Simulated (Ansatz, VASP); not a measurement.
Na: VASP beside Ansatz

Contents of INCAR:

```
SYSTEM = Na
PREC = Accurate ; ENCUT = 520
EDIFF = 1E-7 ; ISMEAR = -1
SIGMA = 0.05 ; LREAL = .FALSE.
LASPH = .TRUE. ; NELM = 100
ALGO = Normal ; ISIF = 2
LWAVE = .FALSE. ; LCHARG = .TRUE.
GGA = PE ; LELF = .TRUE.
LVHAR = .TRUE. ; NBANDS = 14
```

The input KPOINTS:

```
Automatic mesh
0
G
  10 10 6
  0 0 0
```

The input POSCAR:

```
Na
1.0
    3.6887707041      0.0000000000      0.0000000000
   -1.8443853520      3.1945691385      0.0000000000
    0.0000000000      0.0000000000      6.2691940000
Na
2
Direct
    0.3530837218      0.6811249545      0.2573674543
    0.6666666667      0.3333333333      0.7500000000
```

Input for Ansatz:

```yaml
crystal:
  lattice:
    - [3.6887707041, 0.0, 0.0]
    - [-1.844385352, 3.1945691385, 0.0]
    - [0.0, 0.0, 6.269194]
  atoms:
    - { symbol: Na, position: [0.3530837218, 0.6811249545, 0.2573674543] }
    - { symbol: Na, position: [0.6666666667, 0.3333333333, 0.75] }
kpoints:
  mp_grid: { grid: [10, 10, 6] }
scf:
  occupations: { method: fermi_dirac, width: 0.05 }
hamiltonian:
  xc: pbe
  pseudopotentials: { kind: all_electron, lapw: { basis_error: 0.0005 } }
output:
  forces: true
  stress: true
  eigenvalues: true
```

Alike in both runs: task single point; functional PBE; k mesh 10 × 10 × 6; occupations fermi-dirac, width 0.05 eV; no spin polarisation.

|  | VASP | Ansatz |
| --- | --- | --- |
| version | VASP 6.6.1 | Ansatz 0.2.0 |
| potentials or method | VASP PAW PBE potentials, release 64 (Na_pv), cutoff 520 eV | all-electron LAPW, scalar-relativistic |

```csv
,VASP,Ansatz,Ansatz less VASP
pressure (GPa),0.0,0.0,+0.01
"traceless stress, the component that is largest in VASP (GPa)",-0.40,-0.39,+0.002
rms of the force components (eV/Å),0.018,0.018,+0.0002
```

Atom by atom the forces differ by 0.000 eV/Å (rms over components). Ansatz ran all-electron here, and VASP with PAW potentials.
